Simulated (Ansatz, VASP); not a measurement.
## One calculation of MgCd3O4, two programs

INCAR

```
ALGO = Normal
EDIFF = 1E-6
ENCUT = 520
GGA = PE
ISIF = 2
ISMEAR = 0
LASPH = T
LCHARG = T
LELF = T
LREAL = F
LVHAR = T
LWAVE = F
NBANDS = 41
NELM = 80
PREC = Accurate
SIGMA = 0.1
```

File KPOINTS:

```
k-points
0
Gamma
  8 8 8
```

Contents of POSCAR:

```
MgCd3O4
1.0
    4.7266395881      0.0000000000      0.0000000000
    0.0000000000      4.7266395881      0.0000000000
    0.0000000000      0.0000000000      4.7266395881
Mg Cd O
1 3 4
Direct
    0.5000000000      0.5000000000      0.5000000000
    0.0000000000      0.0000000000      0.5000000000
    0.0000000000      0.5000000000      0.0000000000
    0.5000000000      0.0000000000      0.0000000000
    0.0000000000      0.0000000000      0.0000000000
    0.5000000000      0.5000000000      0.0000000000
    0.5000000000      0.0000000000      0.5000000000
    0.0000000000      0.5000000000      0.5000000000
```

Input for Ansatz:

```yaml
crystal:
  lattice:
    - [4.7266395881, 0.0, 0.0]
    - [0.0, 4.7266395881, 0.0]
    - [0.0, 0.0, 4.7266395881]
  atoms:
    - { symbol: Mg, position: [0.5, 0.5, 0.5] }
    - { symbol: Cd, position: [0.0, 0.0, 0.5] }
    - { symbol: Cd, position: [0.0, 0.5, 0.0] }
    - { symbol: Cd, position: [0.5, 0.0, 0.0] }
    - { symbol: O, position: [0.0, 0.0, 0.0] }
    - { symbol: O, position: [0.5, 0.5, 0.0] }
    - { symbol: O, position: [0.5, 0.0, 0.5] }
    - { symbol: O, position: [0.0, 0.5, 0.5] }
basis:
  ecutwfc: 420
kpoints:
  mp_grid: { grid: [8, 8, 8] }
hamiltonian:
  xc: pbe
scf:
  occupations: { method: gaussian, width: 0.1 }
output:
  forces: true
  stress: true
  eigenvalues: true
  write_density: true
  write_potential: true
  elf: true
  volumetric_format: npy
```

Alike in both runs: task single point; functional PBE; k mesh 8 × 8 × 8; occupations gaussian, width 0.1 eV; no spin polarisation.

|  | VASP | Ansatz |
| --- | --- | --- |
| version | VASP 6.6.1 | Ansatz 0.2.0 |
| potentials or method | VASP PAW PBE potentials, release 64 (Mg, Cd, O), cutoff 520 eV | scalar-relativistic, plane waves, PAW |
| valence electrons in the cell | 62 | 94 |

VASP gave:

| Quantity | Value |
| --- | --- |
| gap on the k mesh at the Fermi level (eV) | none |
| pressure (GPa) | -2.7 |

Task: Estimate Ansatz's values.

Result: gap on the k mesh at the Fermi level (eV): none; pressure (GPa): -3.6.

A gap of «none» marks a metal or a gap that the smearing closes. VASP's potentials hold 62 valence electrons a cell and Ansatz's 94, so a difference there can come from the potentials and not from the codes.
